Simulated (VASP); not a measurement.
# SiC4 (Im-3m) in VASP: density of states with PBE

Aim: the density of states of SiC4 with PBE.

All numbers are computed with VASP 6.6.1; they aren't measurements. Logs are shortened: lines on timing, memory, paths and dates and some standing lists are left out, and cuts for length are marked.

### Step 1. The cell of the first run

It takes space group Im-3m (No. 229, cubic). The conventional cell has a = 4.376 Å, b = 4.376 Å, c = 4.376 Å, α = 90.00°, β = 90.00°, γ = 90.00°. Si (site symmetry m-3m) has 8 C at 1.90 Å within 2.5 Å. Within 2.5 Å of C (site symmetry -3m) lie 2 Si at 1.90 Å and 6 C at 2.19 Å.

### Step 2. Density of states, PBE

The input, POSCAR:

```
SiC4
1.0
   -2.1882159411      2.1882159411      2.1882159411
    2.1882159411     -2.1882159411      2.1882159411
    2.1882159411      2.1882159411     -2.1882159411
Si C
1 4
Direct
    0.0000000000      0.0000000000      0.0000000000
    0.0000000000      0.0000000000      0.5000000000
    0.5000000000      0.0000000000      0.0000000000
    0.0000000000      0.5000000000      0.0000000000
    0.5000000000      0.5000000000      0.5000000000
```

The input, INCAR.step1:

```
SYSTEM = SiC4
ALGO = Normal ; EDIFF = 1E-7
ENCUT = 520 ; GGA = PE
ISIF = 2 ; ISMEAR = 0
LASPH = .TRUE. ; LCHARG = .TRUE.
LREAL = .FALSE. ; LWAVE = .FALSE.
NBANDS = 18 ; NELM = 100
PREC = Accurate ; SIGMA = 0.1
```

The input, KPOINTS.step1:

```
k-points
0
G
  12 12 12
  0 0 0
```

The input, INCAR.step2:

```
SYSTEM = SiC4
ALGO = Normal ; EDIFF = 1E-7
ENCUT = 520 ; GGA = PE
ICHARG = 11 ; ISIF = 2
ISMEAR = -5 ; LASPH = .TRUE.
LCHARG = .FALSE. ; LORBIT = 11
LREAL = .FALSE. ; LWAVE = .FALSE.
NBANDS = 18 ; NEDOS = 1001
NELM = 100 ; PREC = Accurate
SIGMA = 0.1
```

The input, KPOINTS.step2:

```
k-points
0
G
  18 18 18
  0 0 0
```

Potentials or basis: VASP PAW PBE potentials, release 64 (Si, C).

Launch:

```bash
cat potpaw_PBE.64/Si/POTCAR potpaw_PBE.64/C/POTCAR > POTCAR
cp INCAR.step1 INCAR
cp KPOINTS.step1 KPOINTS
mpirun -np 1 vasp_std > vasp.out
cp INCAR.step2 INCAR
cp KPOINTS.step2 KPOINTS
mpirun -np 1 vasp_std > vasp.out
```

OUTCAR:

```text
SYSTEM = SiC4
   EDIFF = 1E-7
   ENCUT = 520
   GGA = PE
   ICHARG = 11
   ISIF = 2
   ISMEAR = -5
   LASPH = .TRUE.
   LORBIT = 11
   LREAL = .FALSE.
   NELM = 100
   PREC = Accurate

 ion  position               nearest neighbor table
   1  0.000  0.000  0.000-   2 1.90   3 1.90   4 1.90   5 1.90   2 1.90   4 1.90   3 1.90   5 1.90

   2  0.000  0.000  0.500-   1 1.90   1 1.90
   3  0.500  0.000  0.000-   1 1.90   1 1.90
   4  0.000  0.500  0.000-   1 1.90   1 1.90
   5  0.500  0.500  0.500-   1 1.90   1 1.90

  LATTYP: Found a body centered cubic cell.
 ALAT       =     4.3764318822

  Lattice vectors:

 A1 = (  -2.1882159411,   2.1882159411,   2.1882159411)
 A2 = (   2.1882159411,  -2.1882159411,   2.1882159411)
 A3 = (   2.1882159411,   2.1882159411,  -2.1882159411)

Analysis of symmetry for initial positions (statically):
=====================================================================
 Subroutine PRICEL returns:
 Original cell was already a primitive cell.

 Routine SETGRP: Setting up the symmetry group for a
 body centered cubic supercell.

 Subroutine GETGRP returns: Found 48 space group operations
 (whereof 48 operations were pure point group operations)
 out of a pool of 48 trial point group operations.

The static configuration has the point symmetry O_h .

Analysis of symmetry for dynamics (positions and initial velocities):
=====================================================================
 Subroutine PRICEL returns:
 Original cell was already a primitive cell.

 Routine SETGRP: Setting up the symmetry group for a
 body centered cubic supercell.

 Subroutine GETGRP returns: Found 48 space group operations
 (whereof 48 operations were pure point group operations)
 out of a pool of 48 trial point group operations.

The dynamic configuration has the point symmetry O_h .

 Subroutine INISYM returns: Found 48 space group operations
 (whereof 48 operations are pure point group operations),
 and found     1 'primitive' translations

----------------------------------------------------------------------------------------

                                     Primitive cell

  volume of cell :      41.9112

  direct lattice vectors                    reciprocal lattice vectors
    -2.188215941  2.188215941  2.188215941     0.000000000  0.228496645  0.228496645
     2.188215941 -2.188215941  2.188215941     0.228496645  0.000000000  0.228496645
     2.188215941  2.188215941 -2.188215941     0.228496645  0.228496645  0.000000000

  length of vectors
     3.790101188  3.790101188  3.790101188     0.323143054  0.323143054  0.323143054

  position of ions in fractional coordinates (direct lattice)
     0.000000000  0.000000000  0.000000000
     0.000000000  0.000000000  0.500000000
     0.500000000  0.000000000  0.000000000
     0.000000000  0.500000000  0.000000000
     0.500000000  0.500000000  0.500000000

  ion indices of the primitive-cell ions
   primitive index   ion index
                 1           1
                 2           2
                 3           3
                 4           4
                 5           5

----------------------------------------------------------------------------------------

 KPOINTS: k-points

Automatic generation of k-mesh.
 Grid dimensions read from file:
 generate k-points for:   18   18   18

 Generating k-lattice:

  Cartesian coordinates                     Fractional coordinates (reciprocal lattice)
     0.000000000  0.012694258  0.012694258     0.055555556  0.000000000  0.000000000
     0.012694258  0.000000000  0.012694258     0.000000000  0.055555556  0.000000000
     0.012694258  0.012694258  0.000000000     0.000000000  0.000000000  0.055555556

  Length of vectors
     0.017952392  0.017952392  0.017952392

  Shift w.r.t. Gamma in fractional coordinates (k-lattice)
     0.000000000  0.000000000  0.000000000

 TETIRR: Found   6794 inequivalent tetrahedra from    34992

 Subroutine IBZKPT returns following result:
 ===========================================

 Found    195 irreducible k-points:

 Following reciprocal coordinates:
            Coordinates               Weight
  0.000000  0.000000  0.000000      1.000000
  0.055556  0.000000  0.000000     12.000000
  0.111111  0.000000  0.000000     12.000000
  0.166667  0.000000  0.000000     12.000000
  0.222222  0.000000  0.000000     12.000000
  0.277778  0.000000  0.000000     12.000000
[... 16 lines left out ...]
  0.333333  0.111111  0.000000     48.000000
  0.388889  0.111111  0.000000     48.000000
 [... further k-points ...]
   k-points           NKPTS =    195   k-points in BZ     NKDIM =    195   number of bands    NBANDS=     18
   number of dos      NEDOS =   1001   number of ions     NIONS =      5
   total plane-waves  NPLWV =  21952
   dimension x,y,z NGX =    28 NGY =   28 NGZ =   28
   dimension x,y,z NGXF=    56 NGYF=   56 NGZF=   56
   ions per type =               1   4
   NGX,Y,Z   is equivalent  to a cutoff of  12.28, 12.28, 12.28 a.u.
   NGXF,Y,Z  is equivalent  to a cutoff of  24.56, 24.56, 24.56 a.u.
 SYSTEM =  SiC4
   PREC   = accura    normal or accurate (medium, high low for compatibility)
   ISTART =      0    job   : 0-new  1-cont  2-samecut
   ICHARG =     11    charge: 1-file 2-atom 10-const
   ISPIN  =      1    spin polarized calculation?
   LNONCOLLINEAR =      F non collinear calculations
   LSORBIT =      F    spin-orbit coupling
   LASPH  =      T    aspherical Exc in radial PAW
   ENCUT  =  520.0 eV  38.22 Ry    6.18 a.u.   7.05  7.05  7.05*2*pi/ulx,y,z
   NELM   =    100;   NELMIN=  2; NELMDL=  0     # of ELM steps
   EDIFF  = 0.1E-06   stopping-criterion for ELM
   LREAL  =      F    real-space projection
   EDIFFG = 0.1E-05   stopping-criterion for IOM
   NSW    =      0    number of steps for IOM
   IBRION =     -1    ionic relax: 0-MD 1-quasi-New 2-CG
   NFREE  =      0    steps in history (QN), initial steepest desc. (CG)
   ISIF   =      2    stress and relaxation
   ISYM   =      2    0-nonsym 1-usesym 2-fastsym
   POTIM  = 0.5000    time-step for ionic-motion
   TEBEG  =    0.0;   TEEND  =   0.0 temperature during run
   PSTRESS=    0.0 pullay stress
   NELECT =      20.0000    total number of electrons
   NUPDOWN=      -1.0000    fix difference up-down
   EMIN   =  10.00;   EMAX   =-10.00  energy-range for DOS
   EFERMI =   0.00;   METHOD = LEGACY
   ISMEAR =    -5;   SIGMA  =   0.10  broadening in eV -4-tet -1-fermi 0-gaus
   EFERMI_NEDOS =   21; number of points for ismear=-14 and -15
   IALGO  =     38    algorithm
   IMIX   =      4    mixing-type and parameters
     AMIX     =   0.40;   BMIX     =  1.00
     AMIX_MAG =   1.60;   BMIX_MAG =  1.00
  volume/ion in A,a.u.               =       8.38        56.57
  Fermi-wavevector in a.u.,A,eV,Ry     =   1.279307  2.417539 22.267642  1.636625
  Thomas-Fermi vector in A             =   2.411800
   LORBIT       =     11    0 simple, 1 ext, 2 COOP (PROOUT), +10 PAW based schemes
   GGA     = PE    functional components
   LHFCALC =     F    Hartree Fock is set to
   AEXX    =    0.0000 exact exchange contribution
   IVDW    =     0    specifies the selected vdW correction
   LEPSILON=     F    determine dielectric tensor
   LRPA    =     F    only Hartree local field effects (RPA)
 non-spin polarized calculation
 Fermi weights with tetrahedron method with Bloechl corrections
  energy-cutoff  :      520.00
  volume of cell :       41.91
 maximum number of plane-waves:      1157

 number of electron      19.9999999 magnetization

 Free energy of the ion-electron system (eV)
  ---------------------------------------------------
  ext. energy  EPLUGINS =         0.00000000
  ---------------------------------------------------
  free energy    TOTEN  =       -28.71061900 eV

  energy without entropy =      -28.71061900  energy(sigma->0) =      -28.71061900

 E-fermi :   8.2060     XC(G=0): -11.9740

 val. band max:        8.2774246522   @ k =   0.2778   0.2778   0.0556
 cond. band min:       8.1123000219   @ k =   0.5000   0.0000   0.0000
 fundamental gap:     -0.1651246302
 Fermi energy:         8.2060164845

 k-point     1 :       0.0000    0.0000    0.0000
  band No.  band energies     occupation
      1     -10.0457      2.00000
      2       0.2298      2.00000
      3       0.2298      2.00000
      4       0.2298      2.00000
      5       0.3655      2.00000
      6       0.3655      2.00000
[... 10 lines left out ...]
     17      13.7043      0.00000
     18      15.4442      0.00000

 k-point     2 :       0.0556    0.0000    0.0000
  band No.  band energies     occupation
      1     -10.0076      2.00000
      2      -0.3844      2.00000
      3      -0.2858      2.00000
      4       0.2386      2.00000
      5       0.2856      2.00000
      6       0.8276      2.00000
[... 10 lines left out ...]
     17      13.8696      0.00000
     18      15.4009      0.00000

 k-point     3 :       0.1111    0.0000    0.0000
  band No.  band energies     occupation
      1      -9.8935      2.00000
      2      -1.1639      2.00000
      3      -0.8000      2.00000
      4       0.0800      2.00000
      5       0.2632      2.00000
      6       1.1658      2.00000
[... 10 lines left out ...]
     17      14.3439      0.00000
     18      15.1767      0.00000

 k-point     4 :       0.1667    0.0000    0.0000
  band No.  band energies     occupation
      1      -9.7043      2.00000
      2      -2.0013      2.00000
      3      -1.2497      2.00000
      4      -0.1856      2.00000
      5       0.2981      2.00000
      6       1.3248      2.00000
[... 10 lines left out ...]
     17      14.8141      0.00000
     18      15.0876      0.00000

 k-point     5 :       0.2222    0.0000    0.0000
  band No.  band energies     occupation
      1      -9.4418      2.00000
      2      -2.8582      2.00000
      3      -1.6326      2.00000
      4      -0.4583      2.00000
      5       0.3357      2.00000
      6       1.3504      2.00000
[... 10 lines left out ...]
     17      14.8862      0.00000
     18      15.5118      0.00000

 k-point     6 :       0.2778    0.0000    0.0000
  band No.  band energies     occupation
      1      -9.1094      2.00000
      2      -3.7049      2.00000
      3      -1.9473      2.00000
      4      -0.7060      2.00000
      5       0.3691      2.00000
      6       1.3008      2.00000
[... 307 lines left out ...]
 k-point    21 :       0.2222    0.1111    0.0000
  band No.  band energies     occupation
      1      -8.9995      2.00000
      2      -3.6735      2.00000
      3      -2.4949      2.00000
      4      -1.0449      2.00000
      5       0.6256      2.00000
      6       1.9807      2.00000
[... 10 lines left out ...]
     17      14.3979      0.00000
     18      16.7385      0.00000

 k-point    22 :       0.2778    0.1111    0.0000
  band No.  band energies     occupation
      1      -8.6065      2.00000
      2      -4.4504      2.00000
      3      -2.7579      2.00000
      4      -1.2214      2.00000
      5       0.6317      2.00000
      6       1.9803      2.00000
[... 10 lines left out ...]
     17      14.0676      0.00000
     18      17.7369      0.00000

 k-point    23 :       0.3333    0.1111    0.0000
  band No.  band energies     occupation
      1      -8.1679      2.00000
      2      -5.1780      2.00000
      3      -2.9426      2.00000
      4      -1.3550      2.00000
      5       0.6314      2.00000
      6       1.9622      2.00000
[... 10 lines left out ...]
     17      14.7937      0.00000
     18      18.8248      0.00000

 k-point    24 :       0.3889    0.1111    0.0000
  band No.  band energies     occupation
      1      -7.7363      2.00000
      2      -5.7879      2.00000
      3      -3.0526      2.00000
      4      -1.4379      2.00000
      5       0.6279      2.00000
      6       1.9465      2.00000
[... 10 lines left out ...]
     17      15.9375      0.00000
     18      18.5787      0.00000

 [... further k-points ...]
[... 5 lines left out ...]
  --------------------------------------------------------------------------------------
  -------------------------------------------------------------------------------------
  Total       -0.1093563     -0.1093563     -0.1093563      0.0000000      0.0000000     -0.0000000
  in kB       -4.1804580     -4.1804580     -4.1804580      0.0000000      0.0000000     -0.0000000
  external PRESSURE =      -4.1804580 kB  Pullay stress =       0.0000000 kB

 VOLUME and BASIS-vectors are now :
 -----------------------------------------------------------------------------
  energy-cutoff  :      520.00
  volume of cell :       41.91
      direct lattice vectors                 reciprocal lattice vectors
    -2.188215941  2.188215941  2.188215941     0.000000000  0.228496645  0.228496645
     2.188215941 -2.188215941  2.188215941     0.228496645  0.000000000  0.228496645
     2.188215941  2.188215941 -2.188215941     0.228496645  0.228496645  0.000000000

 POSITION                                       TOTAL-FORCE (eV/Angst)
 -----------------------------------------------------------------------------------
      0.00000      0.00000      0.00000         0.000000     -0.000000      0.000000
      1.09411      1.09411     -1.09411         0.000000      0.000000     -0.000000
     -1.09411      1.09411      1.09411        -0.000000     -0.000000     -0.000000
      1.09411     -1.09411      1.09411        -0.000000      0.000000      0.000000
      1.09411      1.09411      1.09411         0.000000     -0.000000     -0.000000
 -----------------------------------------------------------------------------------
    total drift:                               -0.000000     -0.000000      0.000000

  FREE ENERGIE OF THE ION-ELECTRON SYSTEM (eV)
  ---------------------------------------------------
  free  energy   TOTEN  =       -28.7106190014 eV

  energy  without entropy=      -28.7106190014  energy(sigma->0) =      -28.71061900

 total charge

# of ion       s       p       d       tot
------------------------------------------
    1        0.627   0.995   0.000   1.622
    2        0.949   1.285   0.000   2.235
    3        0.949   1.285   0.000   2.235
    4        0.949   1.285   0.000   2.235
    5        0.949   1.285   0.000   2.235
--------------------------------------------------
tot          4.425   6.137   0.000  10.562
```

It took 71 s on 1 thread of Intel Xeon 6975P-C (Granite Rapids), shared host; peak memory 0.24 GiB.

Results:

* Valence electrons inside the program's atomic spheres: Si 1.62; C 2.23

Levels at points of the mesh, in eV from the Fermi level:
```csv
k point,band 7,band 8,band 9,band 10,band 11,band 12,band 13,band 14
"(0.00, 0.00, 0.00)",-7.84,-4.15,-4.15,-4.15,1.32,3.48,3.48,3.48
"(0.50, 0.00, 0.00)",-2.66,-1.84,-1.67,-1.41,-0.09,1.02,1.26,3.02
"(0.50, 0.50, 0.50)",-3.26,-3.26,-3.26,-2.57,4.38,4.38,4.38,5.90
```

Caveat: tetrahedron occupations give inexact forces and stress in metals.
